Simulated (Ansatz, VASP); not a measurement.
## NaCl: VASP beside Ansatz

Contents of POSCAR:

```
NaCl
1.0
    0.0000000000      2.8026988303      2.8026988303
    2.9459167406      0.0000000000      2.8026988303
    2.9459167406      2.8026988303      0.0000000000
Na Cl
1 1
Direct
    0.0000000000      0.0000000000      0.0000000000
    0.5000000000      0.5000000000      0.5000000000
```

File INCAR.step1:

```
SYSTEM = NaCl
PREC = Accurate ; ENCUT = 520
ISMEAR = 0 ; SIGMA = 0.01
LREAL = .False. ; LASPH = .True.
NELM = 60 ; NBANDS = 14
GGA = PE ; ALGO = Normal
EDIFF = 1E-4 ; LWAVE = .True.
LCHARG = .False.
```

INCAR.step2

```
SYSTEM = NaCl
PREC = Accurate ; ENCUT = 520
EDIFF = 1E-6 ; ISMEAR = 0
SIGMA = 0.01 ; LREAL = .False.
LASPH = .True. ; NELM = 60
ALGO = Normal ; ISIF = 2
LWAVE = .False. ; LCHARG = .True.
METAGGA = R2SCAN ; LMIXTAU = .True.
LELF = .True. ; LVHAR = .True.
NBANDS = 14 ; ISTART = 1
```

File KPOINTS:

```
regular mesh
0
Gamma
  8 8 8
  0 0 0
```

Input for Ansatz:

```yaml
crystal:
  lattice:
    - [0.0, 2.8026988303, 2.8026988303]
    - [2.9459167406, 0.0, 2.8026988303]
    - [2.9459167406, 2.8026988303, 0.0]
  atoms:
    - { symbol: Na, position: [0.0, 0.0, 0.0] }
    - { symbol: Cl, position: [0.5, 0.5, 0.5] }
kpoints:
  mp_grid: { grid: [8, 8, 8] }
  band_path:
    path:
      - [0.0, 0.0, 0.0]
      - [0.5, 0.0, 0.5]
      - [0.625, 0.25, 0.625]
      - [0.375, 0.375, 0.75]
      - [0.5, 0.5, 0.5]
      - [0.5, 0.25, 0.75]
    npoints: 1
hamiltonian:
  xc: r2scan
scf:
  occupations: { method: fixed }
  n_extra_bands: 4
output:
  forces: true
  stress: true
  eigenvalues: true
```

Change from the starting cell: uniaxial_x strain +5.1%.

Alike in both runs: task single point; functional r2SCAN; k mesh 8 × 8 × 8; no spin polarisation.

|  | VASP | Ansatz |
| --- | --- | --- |
| version | VASP 6.6.1 | Ansatz 0.2.0 |
| potentials or method | VASP PAW PBE potentials, release 64 (Na_pv, Cl) | plane waves, PAW |
| plane-wave cutoff (eV) | 520 | 500 |
| occupations | gaussian, width 0.01 eV | fixed |
| valence electrons in the cell | 14 | 16 |

Ansatz gave:

* gap on the k mesh at the Fermi level (eV): 5.75
* pressure (GPa): -1.0
* traceless stress, the component that is largest in VASP (GPa): -1.09

**Question.** Which values does VASP return?

**Answer.** gap on the k mesh at the Fermi level (eV): 5.78; pressure (GPa): -1.3; traceless stress, the component that is largest in VASP (GPa): -1.12.

VASP's potentials were made for PBE, not for r2SCAN. VASP's potentials hold 14 valence electrons a cell and Ansatz's 16, so a difference there can come from the potentials and not from the codes.
